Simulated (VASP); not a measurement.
Set up this calculation in VASP 6.6.1, as the native input.

```
Task                   : single point
Functional             : PBE
Potentials or basis    : VASP PAW PBE potentials, release 64 (B, As, Ga_d)
Cutoff                 : 520 eV
k mesh                 : 6 × 6 × 6
Occupations            : fermi-dirac, width 0.02 eV
Spin                   : no spin polarisation
Dipole correction      : no
Further INCAR settings : ALGO = Normal; EDIFF = 1e-06; NBANDS = 41
```

The structure of Ga3BAs4 lies in POSCAR:

```
Ga3BAs4
1.0
   -2.7268920788      2.7268920788      5.4187349680
    2.7268920788     -2.7268920788      5.4187349680
    2.7268920788      2.7268920788     -5.4187349680
B As Ga
1 4 3
Direct
    0.0000000000      0.0000000000      0.0000000000
    0.3372211359      0.3372211359      0.4439296942
    0.1067085583      0.6627788641      0.0000000000
    0.8932914417      0.8932914417      0.5560703058
    0.6627788641      0.1067085583      0.0000000000
    0.7500000000      0.2500000000      0.5000000000
    0.5000000000      0.5000000000      0.0000000000
    0.2500000000      0.7500000000      0.5000000000
```

One way to write it, as run:

INCAR

```
ALGO = Normal
EDIFF = 1E-6
ENCUT = 520
GGA = PE
ISIF = 2
ISMEAR = -1
LASPH = True
LCHARG = True
LELF = True
LREAL = False
LVHAR = True
LWAVE = False
NBANDS = 41
NELM = 60
PREC = Accurate
SIGMA = 0.02
```

KPOINTS

```
k-points
0
Gamma
  6 6 6
```

Potentials or basis: VASP PAW PBE potentials, release 64 (B, As, Ga_d).

Command:

```sh
$ cat potpaw_PBE.64/B/POTCAR potpaw_PBE.64/As/POTCAR potpaw_PBE.64/Ga_d/POTCAR > POTCAR
$ mpirun -np 1 vasp_std > vasp.out
```

It gave:

```json
{
  "Pressure": "2.9 GPa",
  "Largest force": "0.168 eV/Å",
  "Band gap on the k mesh": "0.88 eV"
}
```

Run time: 2.8 min on 1 thread of Intel(R) Xeon(R) 6975P-C (Granite Rapids), on a shared host, peak memory 0.43 GiB.
